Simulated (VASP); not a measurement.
# TlCl (Pm-3m) in VASP: further runs

Runs on TlCl. Level: PBE. Tasks: single point.

All numbers are computed with VASP 6.6.1; they aren't measurements. Logs are shortened: lines on timing, memory, paths and dates and some standing lists are left out, and cuts for length are marked.

## 1. The cell of the first run

The structure is cubic, space group Pm-3m (No. 221). Conventional cell: a = 3.834 Å, b = 3.834 Å, c = 3.834 Å, α = 90.00°, β = 90.00°, γ = 90.00°. Within 4.4 Å of Tl (site symmetry m-3m) lie 8 Cl at 3.32 Å and 6 Tl at 3.83 Å. Cl (site symmetry m-3m) has 8 Tl at 3.32 Å and 6 Cl at 3.83 Å within 4.4 Å.

## 2. Single point, PBE

INCAR reads:

```
PREC = Accurate
ENCUT = 500
EDIFF = 1E-6
ISMEAR = 0
SIGMA = 0.05
LREAL = False
LASPH = True
NELM = 120
ALGO = Normal
ISIF = 2
LWAVE = False
LCHARG = True
GGA = PE
LELF = True
LVHAR = True
NBANDS = 17
GGA_COMPAT = False
```

KPOINTS reads:

```
Automatic mesh
0
Gamma
  10 10 10
```

POSCAR reads:

```
TlCl
1.0
    3.8339977844      0.0000000000      0.0000000000
    0.0000000000      3.8339977844      0.0000000000
    0.0000000000      0.0000000000      3.8339977844
Tl Cl
1 1
Direct
    0.0000000000      0.0000000000      0.0000000000
    0.5000000000      0.5000000000      0.5000000000
```

Potentials or basis: VASP PAW PBE potentials, release 64 (Tl_d, Cl).

The run is started by

```console
$ cat potpaw_PBE.64/Tl_d/POTCAR potpaw_PBE.64/Cl/POTCAR > POTCAR
$ mpirun -np 1 vasp_std > vasp.out
```

OUTCAR:

```text
PREC = Accurate
   ENCUT = 500
   EDIFF = 1E-6
   ISMEAR = 0
   LREAL = False
   LASPH = True
   NELM = 120
   ISIF = 2
   GGA = PE

 ion  position               nearest neighbor table
   1  0.000  0.000  0.000-   2 3.32   2 3.32   2 3.32   2 3.32   2 3.32   2 3.32   2 3.32   2 3.32

   2  0.500  0.500  0.500-   1 3.32   1 3.32   1 3.32   1 3.32   1 3.32   1 3.32   1 3.32   1 3.32

  LATTYP: Found a simple cubic cell.
 ALAT       =     3.8339977844

  Lattice vectors:

 A1 = (   3.8339977844,   0.0000000000,   0.0000000000)
 A2 = (   0.0000000000,   3.8339977844,   0.0000000000)
 A3 = (   0.0000000000,   0.0000000000,   3.8339977844)

Analysis of symmetry for initial positions (statically):
=====================================================================
 Subroutine PRICEL returns:
 Original cell was already a primitive cell.

 Routine SETGRP: Setting up the symmetry group for a
 simple cubic supercell.

 Subroutine GETGRP returns: Found 48 space group operations
 (whereof 48 operations were pure point group operations)
 out of a pool of 48 trial point group operations.

The static configuration has the point symmetry O_h .

Analysis of symmetry for dynamics (positions and initial velocities):
=====================================================================
 Subroutine PRICEL returns:
 Original cell was already a primitive cell.

 Routine SETGRP: Setting up the symmetry group for a
 simple cubic supercell.

 Subroutine GETGRP returns: Found 48 space group operations
 (whereof 48 operations were pure point group operations)
 out of a pool of 48 trial point group operations.

The dynamic configuration has the point symmetry O_h .

 Subroutine INISYM returns: Found 48 space group operations
 (whereof 48 operations are pure point group operations),
 and found     1 'primitive' translations

----------------------------------------------------------------------------------------

                                     Primitive cell

  volume of cell :      56.3580

  direct lattice vectors                    reciprocal lattice vectors
     3.833997784  0.000000000  0.000000000     0.260824355  0.000000000  0.000000000
     0.000000000  3.833997784  0.000000000     0.000000000  0.260824355  0.000000000
     0.000000000  0.000000000  3.833997784     0.000000000  0.000000000  0.260824355

  length of vectors
     3.833997784  3.833997784  3.833997784     0.260824355  0.260824355  0.260824355

  position of ions in fractional coordinates (direct lattice)
     0.000000000  0.000000000  0.000000000
     0.500000000  0.500000000  0.500000000

  ion indices of the primitive-cell ions
   primitive index   ion index
                 1           1
                 2           2

----------------------------------------------------------------------------------------

 KPOINTS: Automatic mesh

Automatic generation of k-mesh.
 Grid dimensions read from file:
 generate k-points for:   10   10   10

 Generating k-lattice:

  Cartesian coordinates                     Fractional coordinates (reciprocal lattice)
     0.026082436  0.000000000  0.000000000     0.100000000  0.000000000  0.000000000
     0.000000000  0.026082436  0.000000000     0.000000000  0.100000000  0.000000000
     0.000000000  0.000000000  0.026082436     0.000000000  0.000000000  0.100000000

  Length of vectors
     0.026082436  0.026082436  0.026082436

  Shift w.r.t. Gamma in fractional coordinates (k-lattice)
     0.000000000  0.000000000  0.000000000

 Subroutine IBZKPT returns following result:
 ===========================================

 Found     56 irreducible k-points:

 Following reciprocal coordinates:
            Coordinates               Weight
  0.000000  0.000000  0.000000      1.000000
  0.100000  0.000000  0.000000      6.000000
  0.200000  0.000000  0.000000      6.000000
  0.300000  0.000000  0.000000      6.000000
  0.400000  0.000000  0.000000      6.000000
  0.500000  0.000000  0.000000      3.000000
[... 16 lines left out ...]
  0.200000  0.100000  0.100000     24.000000
  0.300000  0.100000  0.100000     24.000000
 [... further k-points ...]
   k-points           NKPTS =     56   k-points in BZ     NKDIM =     56   number of bands    NBANDS=     17
   number of dos      NEDOS =    301   number of ions     NIONS =      2
   total plane-waves  NPLWV =  21952
   dimension x,y,z NGX =    28 NGY =   28 NGZ =   28
   dimension x,y,z NGXF=    56 NGYF=   56 NGZF=   56
   ions per type =               1   1
   NGX,Y,Z   is equivalent  to a cutoff of  12.14, 12.14, 12.14 a.u.
   NGXF,Y,Z  is equivalent  to a cutoff of  24.28, 24.28, 24.28 a.u.
 SYSTEM =  unknown system
   PREC   = accura    normal or accurate (medium, high low for compatibility)
   ISTART =      0    job   : 0-new  1-cont  2-samecut
   ICHARG =      2    charge: 1-file 2-atom 10-const
   ISPIN  =      1    spin polarized calculation?
   LNONCOLLINEAR =      F non collinear calculations
   LSORBIT =      F    spin-orbit coupling
   LASPH  =      T    aspherical Exc in radial PAW
   ENCUT  =  500.0 eV  36.75 Ry    6.06 a.u.   6.99  6.99  6.99*2*pi/ulx,y,z
   NELM   =    120;   NELMIN=  2; NELMDL= -5     # of ELM steps
   EDIFF  = 0.1E-05   stopping-criterion for ELM
   LREAL  =      F    real-space projection
   EDIFFG = 0.1E-04   stopping-criterion for IOM
   NSW    =      0    number of steps for IOM
   IBRION =     -1    ionic relax: 0-MD 1-quasi-New 2-CG
   NFREE  =      0    steps in history (QN), initial steepest desc. (CG)
   ISIF   =      2    stress and relaxation
   ISYM   =      2    0-nonsym 1-usesym 2-fastsym
   POTIM  = 0.5000    time-step for ionic-motion
   TEBEG  =    0.0;   TEEND  =   0.0 temperature during run
   PSTRESS=    0.0 pullay stress
   NELECT =      20.0000    total number of electrons
   NUPDOWN=      -1.0000    fix difference up-down
   EMIN   =  10.00;   EMAX   =-10.00  energy-range for DOS
   EFERMI =   0.00;   METHOD = LEGACY
   ISMEAR =     0;   SIGMA  =   0.05  broadening in eV -4-tet -1-fermi 0-gaus
   EFERMI_NEDOS =   21; number of points for ismear=-14 and -15
   IALGO  =     38    algorithm
   IMIX   =      4    mixing-type and parameters
     AMIX     =   0.40;   BMIX     =  1.00
     AMIX_MAG =   1.60;   BMIX_MAG =  1.00
  volume/ion in A,a.u.               =      28.18       190.16
  Fermi-wavevector in a.u.,A,eV,Ry     =   1.159043  2.190274 18.277811  1.343381
  Thomas-Fermi vector in A             =   2.295640
   LORBIT       =      0    0 simple, 1 ext, 2 COOP (PROOUT), +10 PAW based schemes
   GGA     = PE    functional components
   LHFCALC =     F    Hartree Fock is set to
   AEXX    =    0.0000 exact exchange contribution
   IVDW    =     0    specifies the selected vdW correction
   LEPSILON=     F    determine dielectric tensor
   LRPA    =     F    only Hartree local field effects (RPA)
 non-spin polarized calculation
 Gauss-broadening in eV      SIGMA  =   0.05
  energy-cutoff  :      500.00
  volume of cell :       56.36
 maximum number of plane-waves:      1472
 NGX is ok and might be reduce to    28
   NGX = 13   NGY = 13   NGZ = 13

 number of electron      19.9999993 magnetization

 Free energy of the ion-electron system (eV)
  ---------------------------------------------------
  ext. energy  EPLUGINS =         0.00000000
  ---------------------------------------------------
  free energy    TOTEN  =        -6.00445345 eV

  energy without entropy =       -6.00445345  energy(sigma->0) =       -6.00445345

 E-fermi :   2.9896     XC(G=0):  -9.1385

 val. band max:        2.7172825185   @ k =   0.5000   0.0000   0.0000
 cond. band min:       4.7994397426   @ k =   0.5000   0.0000   0.0000
 fundamental gap:      2.0821572241
 Fermi energy:         2.9895780673

 k-point     1 :       0.0000    0.0000    0.0000
  band No.  band energies     occupation
      1     -11.0649      2.00000
      2      -7.2195      2.00000
      3      -7.2195      2.00000
      4      -6.9744      2.00000
      5      -6.9744      2.00000
      6      -6.9744      2.00000
[... 9 lines left out ...]
     16      15.2406      0.00000
     17      16.9231      0.00000

 k-point     2 :       0.1000    0.0000    0.0000
  band No.  band energies     occupation
      1     -11.0423      2.00000
      2      -7.2181      2.00000
      3      -7.2026      2.00000
      4      -6.9823      2.00000
      5      -6.9823      2.00000
      6      -6.9737      2.00000
[... 9 lines left out ...]
     16      15.8062      0.00000
     17      16.8263      0.00000

 k-point     3 :       0.2000    0.0000    0.0000
  band No.  band energies     occupation
      1     -10.9818      2.00000
      2      -7.2145      2.00000
      3      -7.1590      2.00000
      4      -7.0027      2.00000
      5      -7.0027      2.00000
      6      -6.9718      2.00000
[... 9 lines left out ...]
     16      16.5354      0.00000
     17      16.8416      0.00000

 k-point     4 :       0.3000    0.0000    0.0000
  band No.  band energies     occupation
      1     -10.9042      2.00000
      2      -7.2100      2.00000
      3      -7.1070      2.00000
      4      -7.0277      2.00000
      5      -7.0277      2.00000
      6      -6.9695      2.00000
[... 9 lines left out ...]
     16      15.3936      0.00000
     17      16.8898      0.00000

 k-point     5 :       0.4000    0.0000    0.0000
  band No.  band energies     occupation
      1     -10.8390      2.00000
      2      -7.2064      2.00000
      3      -7.0668      2.00000
      4      -7.0477      2.00000
      5      -7.0477      2.00000
      6      -6.9677      2.00000
[... 9 lines left out ...]
     16      15.4847      0.00000
     17      16.8762      0.00000

 k-point     6 :       0.5000    0.0000    0.0000
  band No.  band energies     occupation
      1     -10.8135      2.00000
      2      -7.2050      2.00000
      3      -7.0552      2.00000
      4      -7.0552      2.00000
      5      -7.0521      2.00000
      6      -6.9669      2.00000
[... 9 lines left out ...]
     16      16.6254      0.00000
     17      16.8711      0.00000

 k-point     7 :       0.1000    0.1000    0.0000
  band No.  band energies     occupation
      1     -11.0207      2.00000
      2      -7.2091      2.00000
      3      -7.1930      2.00000
      4      -6.9892      2.00000
      5      -6.9828      2.00000
      6      -6.9800      2.00000
[... 9 lines left out ...]
     16      15.7333      0.00000
     17      16.2872      0.00000

 k-point     8 :       0.2000    0.1000    0.0000
  band No.  band energies     occupation
      1     -10.9631      2.00000
      2      -7.2027      2.00000
      3      -7.1516      2.00000
      4      -7.0068      2.00000
      5      -7.0017      2.00000
      6      -6.9790      2.00000
[... 9 lines left out ...]
     16      15.5788      0.00000
     17      15.9712      0.00000
[... 203 lines left out ...]
      1     -10.7291      2.00000
      2      -7.1315      2.00000
      3      -7.0302      2.00000
      4      -7.0275      2.00000
      5      -7.0104      2.00000
      6      -6.9418      2.00000
[... 9 lines left out ...]
     16      14.5397      0.00000
     17      15.1457      0.00000

 k-point    20 :       0.5000    0.4000    0.0000
  band No.  band energies     occupation
      1     -10.7174      2.00000
      2      -7.1274      2.00000
      3      -7.0353      2.00000
      4      -7.0269      2.00000
      5      -7.0051      2.00000
      6      -6.9252      2.00000
[... 9 lines left out ...]
     16      14.4571      0.00000
     17      14.6295      0.00000

 k-point    21 :       0.5000    0.5000    0.0000
  band No.  band energies     occupation
      1     -10.7071      2.00000
      2      -7.1231      2.00000
      3      -7.0332      2.00000
      4      -7.0332      2.00000
      5      -6.9985      2.00000
      6      -6.9084      2.00000
[... 9 lines left out ...]
     16      14.1564      0.00000
     17      14.3087      0.00000

 k-point    22 :       0.1000    0.1000    0.1000
  band No.  band energies     occupation
      1     -11.0000      2.00000
      2      -7.1917      2.00000
      3      -7.1917      2.00000
      4      -6.9884      2.00000
      5      -6.9882      2.00000
      6      -6.9882      2.00000
[... 9 lines left out ...]
     16      16.1077      0.00000
     17      16.2264      0.00000

 k-point    23 :       0.2000    0.1000    0.1000
  band No.  band energies     occupation
      1     -10.9449      2.00000
      2      -7.1882      2.00000
      3      -7.1468      2.00000
      4      -7.0095      2.00000
      5      -7.0024      2.00000
      6      -6.9860      2.00000
[... 9 lines left out ...]
     16      15.4631      0.00000
     17      16.1987      0.00000

 k-point    24 :       0.3000    0.1000    0.1000
  band No.  band energies     occupation
      1     -10.8745      2.00000
      2      -7.1837      2.00000
      3      -7.0929      2.00000
      4      -7.0356      2.00000
      5      -7.0186      2.00000
      6      -6.9832      2.00000
[... 9 lines left out ...]
     16      15.1281      0.00000
     17      15.9461      0.00000

 [... further k-points ...]

------------------------ aborting loop because EDIFF is reached ----------------------------------------

  FORCE on cell =-STRESS in cart. coord.  units (eV):
  Direction    XX          YY          ZZ          XY          YZ          ZX
  --------------------------------------------------------------------------------------
  -------------------------------------------------------------------------------------
  Total        0.4273588      0.4273588      0.4273588     -0.0000000      0.0000000     -0.0000000
  in kB       12.1492006     12.1492006     12.1492006     -0.0000000      0.0000000     -0.0000000
  external PRESSURE =      12.1492006 kB  Pullay stress =       0.0000000 kB

 VOLUME and BASIS-vectors are now :
 -----------------------------------------------------------------------------
  energy-cutoff  :      500.00
  volume of cell :       56.36
      direct lattice vectors                 reciprocal lattice vectors
     3.833997784  0.000000000  0.000000000     0.260824355  0.000000000  0.000000000
     0.000000000  3.833997784  0.000000000     0.000000000  0.260824355  0.000000000
     0.000000000  0.000000000  3.833997784     0.000000000  0.000000000  0.260824355

 POSITION                                       TOTAL-FORCE (eV/Angst)
 -----------------------------------------------------------------------------------
      0.00000      0.00000      0.00000         0.000000      0.000000      0.000000
      1.91700      1.91700      1.91700         0.000000      0.000000      0.000000
 -----------------------------------------------------------------------------------
    total drift:                               -0.000000      0.000000      0.000000

  FREE ENERGIE OF THE ION-ELECTRON SYSTEM (eV)
  ---------------------------------------------------
  free  energy   TOTEN  =        -6.0044534455 eV

  energy  without entropy=       -6.0044534455  energy(sigma->0) =       -6.00445345
```

Wall time 61 s (1 thread of Oxide Virtual Turin-like, shared host); peak memory 0.15 GiB.

Results:

* Free energy: -6.0045 eV
* Pressure: 1.2 GPa
* Band gap on the k mesh: 2.08 eV

Levels at points of the mesh, in eV from the valence-band top:
| k point | band 8 | band 9 | band 10 | band 11 | band 12 | band 13 |
| --- | --- | --- | --- | --- | --- | --- |
| (0.00, 0.00, 0.00) | -1.53 | -1.53 | -1.53 | 7.82 | 7.82 | 7.82 |
| (0.50, 0.00, 0.00) | -1.10 | -1.10 | 0.00 | 2.08 | 6.57 | 6.57 |
| (0.50, 0.50, 0.00) | -2.99 | -2.99 | -1.05 | 4.89 | 4.89 | 8.44 |
| (0.50, 0.50, 0.50) | -2.02 | -2.02 | -2.02 | 2.54 | 2.54 | 2.54 |

Caveat: spin-orbit coupling is left out, which moves the levels of the heavy elements. A k mesh can miss the band edges.

[end of part 1 of 2]
